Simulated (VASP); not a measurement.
# Au in VASP: notebook

The runs below take Au through single point, with r2SCAN, PBE.

Everything below comes from runs of VASP 6.6.1. Logs are shortened: lines on timing, memory, paths and dates and some standing lists are left out, and cuts for length are marked.

### Step 1. The cell of the first run

It takes space group Pm-3m (No. 221, cubic). Conventional cell: a = 2.748 Å, b = 2.748 Å, c = 2.748 Å, α = 90.00°, β = 90.00°, γ = 90.00°. Within 3.6 Å of Au (site symmetry m-3m) lie 6 Au at 2.75 Å.

This isn't the form of Au at room conditions, which is fcc.

### Step 2. Single point, r2SCAN

File POSCAR:

```
Au
1.0
    2.7484100000      0.0000000000      0.0000000000
    0.0000000000      2.7484100000      0.0000000000
    0.0000000000      0.0000000000      2.7484100000
Au
1
Direct
    0.5000000000      0.5000000000      0.5000000000
```

File INCAR.step1:

```
PREC     = Accurate       # precision mode
ENCUT    = 520            # plane-wave cutoff, eV
ISMEAR   = 1              # smearing method
SIGMA    = 0.05           # smearing width, eV
LREAL    = F              # projectors in reciprocal space
LASPH    = T              # aspherical terms in the spheres
NELM     = 100            # most SCF steps
NBANDS   = 12             # bands
GGA      = PE             # functional
ALGO     = Normal         # electronic algorithm
EDIFF    = 1E-4           # SCF threshold, eV
LWAVE    = T              # write WAVECAR
LCHARG   = F              # write CHGCAR
```

File INCAR.step2:

```
PREC     = Accurate       # precision mode
ENCUT    = 520            # plane-wave cutoff, eV
EDIFF    = 1E-6           # SCF threshold, eV
ISMEAR   = 1              # smearing method
SIGMA    = 0.05           # smearing width, eV
LREAL    = F              # projectors in reciprocal space
LASPH    = T              # aspherical terms in the spheres
NELM     = 100            # most SCF steps
ALGO     = Normal         # electronic algorithm
ISIF     = 2              # what is computed and relaxed
LWAVE    = F              # write WAVECAR
LCHARG   = F              # write CHGCAR
METAGGA  = R2SCAN         # meta-GGA
LMIXTAU  = T            
NBANDS   = 12             # bands
ISTART   = 1
```

File KPOINTS:

```
regular mesh
0
Gamma
  11 11 11
```

Potentials or basis: VASP PAW PBE potentials, release 64 (Au).

Command:

```sh
$ cat potpaw_PBE.64/Au/POTCAR > POTCAR
$ cp INCAR.step1 INCAR
$ mpirun -np 1 vasp_std > vasp.out
$ cp INCAR.step2 INCAR
$ mpirun -np 1 vasp_std > vasp.out
```

OUTCAR:

```text
PREC = Accurate
   ENCUT = 520
   EDIFF = 1E-6
   ISMEAR = 1
   LREAL = F
   LASPH = T
   NELM = 100
   ISIF = 2
   METAGGA = R2SCAN
   ISTART = 1

 ion  position               nearest neighbor table
   1  0.500  0.500  0.500-

  LATTYP: Found a simple cubic cell.
 ALAT       =     2.7484100000

  Lattice vectors:

 A1 = (   2.7484100000,   0.0000000000,   0.0000000000)
 A2 = (   0.0000000000,   2.7484100000,   0.0000000000)
 A3 = (   0.0000000000,   0.0000000000,   2.7484100000)

Analysis of symmetry for initial positions (statically):
=====================================================================
 Subroutine PRICEL returns:
 Original cell was already a primitive cell.

 Routine SETGRP: Setting up the symmetry group for a
 simple cubic supercell.

 Subroutine GETGRP returns: Found 48 space group operations
 (whereof 48 operations were pure point group operations)
 out of a pool of 48 trial point group operations.

The static configuration has the point symmetry O_h .

Analysis of symmetry for dynamics (positions and initial velocities):
=====================================================================
 Subroutine PRICEL returns:
 Original cell was already a primitive cell.

 Routine SETGRP: Setting up the symmetry group for a
 simple cubic supercell.

 Subroutine GETGRP returns: Found 48 space group operations
 (whereof 48 operations were pure point group operations)
 out of a pool of 48 trial point group operations.

The dynamic configuration has the point symmetry O_h .

 Subroutine INISYM returns: Found 48 space group operations
 (whereof 48 operations are pure point group operations),
 and found     1 'primitive' translations

----------------------------------------------------------------------------------------

                                     Primitive cell

  volume of cell :      20.7608

  direct lattice vectors                    reciprocal lattice vectors
     2.748410000  0.000000000  0.000000000     0.363846733  0.000000000  0.000000000
     0.000000000  2.748410000  0.000000000     0.000000000  0.363846733  0.000000000
     0.000000000  0.000000000  2.748410000     0.000000000  0.000000000  0.363846733

  length of vectors
     2.748410000  2.748410000  2.748410000     0.363846733  0.363846733  0.363846733

  position of ions in fractional coordinates (direct lattice)
     0.500000000  0.500000000  0.500000000
[... 76 lines left out ...]
   EDIFF  = 0.1E-05   stopping-criterion for ELM
   LREAL  =      F    real-space projection
   EDIFFG = 0.1E-04   stopping-criterion for IOM
   NSW    =      0    number of steps for IOM
   IBRION =     -1    ionic relax: 0-MD 1-quasi-New 2-CG
   NFREE  =      0    steps in history (QN), initial steepest desc. (CG)
   ISIF   =      2    stress and relaxation
   ISYM   =      2    0-nonsym 1-usesym 2-fastsym
   POTIM  = 0.5000    time-step for ionic-motion
   TEBEG  =    0.0;   TEEND  =   0.0 temperature during run
   PSTRESS=    0.0 pullay stress
   NELECT =      11.0000    total number of electrons
   NUPDOWN=      -1.0000    fix difference up-down
   EMIN   =  10.00;   EMAX   =-10.00  energy-range for DOS
   EFERMI =   0.00;   METHOD = LEGACY
   ISMEAR =     1;   SIGMA  =   0.05  broadening in eV -4-tet -1-fermi 0-gaus
   EFERMI_NEDOS =   21; number of points for ismear=-14 and -15
   IALGO  =     38    algorithm
   IMIX   =      4    mixing-type and parameters
     AMIX     =   0.40;   BMIX     =  1.00
     AMIX_MAG =   1.60;   BMIX_MAG =  1.00
  volume/ion in A,a.u.               =      20.76       140.10
  Fermi-wavevector in a.u.,A,eV,Ry     =   1.324720  2.503358 23.876646  1.754884
  Thomas-Fermi vector in A             =   2.454234
   LORBIT       =      0    0 simple, 1 ext, 2 COOP (PROOUT), +10 PAW based schemes
   METAGGA = R2SCAN    functional components
   LHFCALC =     F    Hartree Fock is set to
   AEXX    =    0.0000 exact exchange contribution
   IVDW    =     0    specifies the selected vdW correction
   LEPSILON=     F    determine dielectric tensor
   LRPA    =     F    only Hartree local field effects (RPA)
 non-spin polarized calculation
 Methfessel and Paxton  Order N= 1 SIGMA  =   0.05
  energy-cutoff  :      520.00
  volume of cell :       20.76
 maximum number of plane-waves:       587
   NGX = 11   NGY = 11   NGZ = 11

 number of electron      10.9999996 magnetization

 Free energy of the ion-electron system (eV)
  ---------------------------------------------------
  ext. energy  EPLUGINS =         0.00000000
  ---------------------------------------------------
  free energy    TOTEN  =       -50.41064128 eV

  energy without entropy =      -50.41040302  energy(sigma->0) =      -50.41056186

 E-fermi :   6.1310     XC(G=0): -12.1674

 val. band max:        6.0243764362   @ k =   0.3636   0.3636   0.0000
 cond. band min:       6.1348970088   @ k =   0.4545   0.0909   0.0909
 fundamental gap:      0.1105205726
 Fermi energy:         6.1310493197

 k-point     1 :       0.0000    0.0000    0.0000
  band No.  band energies     occupation
      1      -1.8094      2.00000
      2       0.2282      2.00000
      3       0.2282      2.00000
      4       4.4760      2.00000
      5       4.4760      2.00000
      6       4.4760      2.00000
      7      20.5306      0.00000
      8      20.5306      0.00000
      9      20.5306      0.00000
     10      25.4956      0.00000
     11      28.0702      0.00000
     12      28.0702      0.00000
[... 331 lines left out ...]
 k-point    24 :       0.2727    0.0909    0.0909
  band No.  band energies     occupation
      1      -0.0839      2.00000
      2       0.7082      2.00000
      3       2.0195      2.00000
      4       3.4438      2.00000
      5       3.5819      2.00000
      6       4.3015      2.00000
      7      14.0309      0.00000
      8      21.1366      0.00000
      9      21.7836      0.00000
     10      26.0718      0.00000
     11      28.7456      0.00000
     12      31.3086      0.00000

 [... further k-points ...]
[... 5 lines left out ...]
  --------------------------------------------------------------------------------------
  -------------------------------------------------------------------------------------
  Total       -0.4396391     -0.4396391     -0.4396391      0.0000000      0.0000000     -0.0000000
  in kB      -33.9283175    -33.9283175    -33.9283175      0.0000000      0.0000000     -0.0000000
  external PRESSURE =     -33.9283175 kB  Pullay stress =       0.0000000 kB

 VOLUME and BASIS-vectors are now :
 -----------------------------------------------------------------------------
  energy-cutoff  :      520.00
  volume of cell :       20.76
      direct lattice vectors                 reciprocal lattice vectors
     2.748410000  0.000000000  0.000000000     0.363846733  0.000000000  0.000000000
     0.000000000  2.748410000  0.000000000     0.000000000  0.363846733  0.000000000
     0.000000000  0.000000000  2.748410000     0.000000000  0.000000000  0.363846733

 POSITION                                       TOTAL-FORCE (eV/Angst)
 -----------------------------------------------------------------------------------
      1.37420      1.37420      1.37420         0.000000      0.000000      0.000000
 -----------------------------------------------------------------------------------
    total drift:                               -0.000000      0.000000     -0.000000

  FREE ENERGIE OF THE ION-ELECTRON SYSTEM (eV)
  ---------------------------------------------------
  free  energy   TOTEN  =       -50.4106412776 eV

  energy  without entropy=      -50.4104030213  energy(sigma->0) =      -50.41056186
```

OUTCAR.step1:

```text
PREC = Accurate
   ENCUT = 520
   ISMEAR = 1
   LREAL = F
   LASPH = T
[... 575 lines left out ...]

 POSITION                                       TOTAL-FORCE (eV/Angst)
 -----------------------------------------------------------------------------------
      1.37420      1.37420      1.37420         0.000000      0.000000      0.000000
 -----------------------------------------------------------------------------------
    total drift:                               -0.000000      0.000000     -0.000000

  FREE ENERGIE OF THE ION-ELECTRON SYSTEM (eV)
  ---------------------------------------------------
  free  energy   TOTEN  =        -3.0264859504 eV

  energy  without entropy=       -3.0262788865  energy(sigma->0) =       -3.02641693
```

Wall time 20 s (1 thread of AMD EPYC 9R45 (Zen 5), shared host); peak memory 0.1 GiB.

Results:

- Free energy: -50.4106 eV
- Pressure: -3.4 GPa
- Band gap on the k mesh: zero (an odd number of electrons rules out a gap without spin polarisation)

Caveat: the cell stands under tension; the PAW data sets were made with another functional, which shifts forces and pressure a little; spin-orbit coupling is left out, which moves the levels of the heavy elements.

### Step 3. Single point, r2SCAN

POSCAR is that of step 2.

File INCAR.step1:

```
SYSTEM = Au
PREC = Accurate
ENCUT = 520
ISMEAR = 1
SIGMA = 0.05
LREAL = .FALSE.
LASPH = .TRUE.
NELM = 100
NBANDS = 12
GGA = PE
ALGO = Normal
EDIFF = 1E-4
LWAVE = .TRUE.
LCHARG = .FALSE.
```

File INCAR.step2:

```
SYSTEM = Au
PREC = Accurate
ENCUT = 520
EDIFF = 1E-6
ISMEAR = 1
SIGMA = 0.05
LREAL = .FALSE.
LASPH = .TRUE.
NELM = 100
ALGO = Normal
ISIF = 2
LWAVE = .FALSE.
LCHARG = .FALSE.
METAGGA = R2SCAN
LMIXTAU = .TRUE.
NBANDS = 12
ISTART = 1
```

File KPOINTS:

```
regular mesh
0
G
  13 13 13
  0 0 0
```

Potentials or basis: VASP PAW PBE potentials, release 64 (Au).

Command:

```sh
$ cat potpaw_PBE.64/Au/POTCAR > POTCAR
$ cp INCAR.step1 INCAR
$ mpirun -np 1 vasp_std > vasp.out
$ cp INCAR.step2 INCAR
$ mpirun -np 1 vasp_std > vasp.out
```

Wall time 28 s (1 thread of AMD EPYC 9R45 (Zen 5), shared host); peak memory 0.11 GiB.

Results (log left out):

| Item | Value |
| --- | --- |
| Free energy | -50.4077 eV |
| Pressure | -3.2 GPa |
| Band gap on the k mesh | zero (an odd number of electrons rules out a gap without spin polarisation) |

Levels at points of the mesh, in eV from the Fermi level:
| k point | band 4 | band 5 | band 6 | band 7 | band 8 | band 9 |
| --- | --- | --- | --- | --- | --- | --- |
| (0.00, 0.00, 0.00) | -1.59 | -1.59 | -1.59 | 14.46 | 14.46 | 14.46 |

Caveat: the cell stands under tension; the PAW data sets were made with another functional, which shifts forces and pressure a little; spin-orbit coupling is left out, which moves the levels of the heavy elements.

### Step 4. Single point, PBE

This run uses another cell than the first one, of the same volume but with other edges.

File INCAR:

```
SYSTEM = Au
PREC = Accurate
ENCUT = 520
EDIFF = 1E-7
ISMEAR = -1
SIGMA = 0.1
LREAL = .False.
LASPH = .True.
NELM = 80
ALGO = Normal
ISIF = 2
LWAVE = .False.
LCHARG = .True.
GGA = PE
LELF = .True.
LVHAR = .True.
NBANDS = 12
```

File KPOINTS:

```
regular mesh
0
Gamma
  7 7 7
  0 0 0
```

File POSCAR:

```
Au
1.0
    2.8073190000     -0.0433470000     -0.0008520000
   -0.0433470000      2.6634960000     -0.0240980000
   -0.0008520000     -0.0240980000      2.7774360000
Au
1
Direct
    0.4894220000      0.4834150000      0.4898520000
```

Command:

```sh
$ cat potpaw_PBE.64/Au/POTCAR > POTCAR
$ mpirun -np 1 vasp_std > vasp.out
```

Wall time 16 s (1 thread of AMD EPYC 9R45 (Zen 5), shared host); peak memory 0.13 GiB.

The run converged. Its results:

| Property | Result |
| --- | --- |
| Free energy | -2.9795 eV |
| Pressure | 0.4 GPa |
| Band gap on the k mesh | zero (an odd number of electrons rules out a gap without spin polarisation) |

Stress tensor (GPa, compression positive):
```
-4.30 -0.16  0.00
-0.16  7.85 -0.10
 0.00 -0.10 -2.47
```

Levels at points of the mesh, in eV from the Fermi level:
| k point | band 2 | band 3 | band 4 | band 5 | band 6 | band 7 | band 8 | band 9 |
| --- | --- | --- | --- | --- | --- | --- | --- | --- |
| (0.00, 0.00, 0.00) | -5.89 | -5.58 | -1.70 | -1.51 | -1.47 | 12.92 | 13.32 | 15.02 |

Caveat: the stress differs along the axes, from -4 to 8 GPa; spin-orbit coupling is left out, which moves the levels of the heavy elements.

### Step 5. The runs side by side

```tsv
level	cell	k mesh	smearing	gap on the mesh (eV)	pressure (GPa)
r2SCAN	a = 2.748 Å, 1 atom	11 × 11 × 11	methfessel-paxton 0.05 eV	none	-3.4
r2SCAN	a = 2.748 Å, 1 atom	13 × 13 × 13	methfessel-paxton 0.05 eV	none	-3.2
PBE	a = 2.808, b = 2.664, c = 2.778 Å, angles 91.0, 90.0, 91.8°, 1 atom	7 × 7 × 7	fermi-dirac 0.1 eV	none	0.4
```

Alike in all rows: task single point; potentials or basis VASP PAW PBE potentials, release 64 (Au); no spin polarisation; cutoff (eV) 520.

Caveats: spin-orbit coupling is left out, which moves the levels of the heavy elements; the cell stands under tension (at least some runs); the PAW data sets were made with another functional, which shifts forces and pressure a little (at least some runs); the stress differs along the axes, from -4 to 8 GPa (at least some runs).

Total energies depend on the potentials used, so only differences within one code and one set of settings carry meaning.

The gap in the log of VASP goes by the Fermi energy; the results here count the filled bands.